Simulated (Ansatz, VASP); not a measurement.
## TiC: VASP beside Ansatz

```
Ti C
1.0
     3.08798    0.00000    0.00000
    -1.54399    2.67427    0.00000
     0.00000    0.00000    9.87715
Ti C
4 4
Cartesian
  1.5440 0.8914 7.4079
  0.0000 0.0000 0.0000
  0.0000 1.7828 2.4693
  0.0000 0.0000 4.9386
  0.0000 1.7828 8.6525
  1.5440 0.8914 1.2246
  1.5440 0.8914 3.7140
  0.0000 1.7828 6.1632
```

Alike in both runs: task single point; functional PBE; k mesh 6 × 6 × 2; occupations gaussian, width 0.1 eV; collinear spin.

```csv
,VASP,Ansatz
version,VASP 6.6.1,Ansatz 0.2.0
potentials or method,"VASP PAW PBE potentials, release 64 (Ti_sv, C), cutoff 520 eV","scalar-relativistic, plane waves, PAW"
valence electrons in the cell,64,64
```

|  | VASP | Ansatz | Ansatz less VASP |
| --- | --- | --- | --- |
| gap on the k mesh at the Fermi level (eV) | none | none | - |
| pressure (GPa) | 0.1 | -0.1 | -0.23 |
| traceless stress, the component that is largest in VASP (GPa) | -0.10 | -0.07 | +0.033 |
| net moment per atom (μB) | 0.00 | 0.00 | 0.000 |

A gap of «none» marks a metal or a gap that the smearing closes. Ansatz's warnings: seeded moment not kept.

The k mesh is coarse, so the values compare programs but aren't converged.
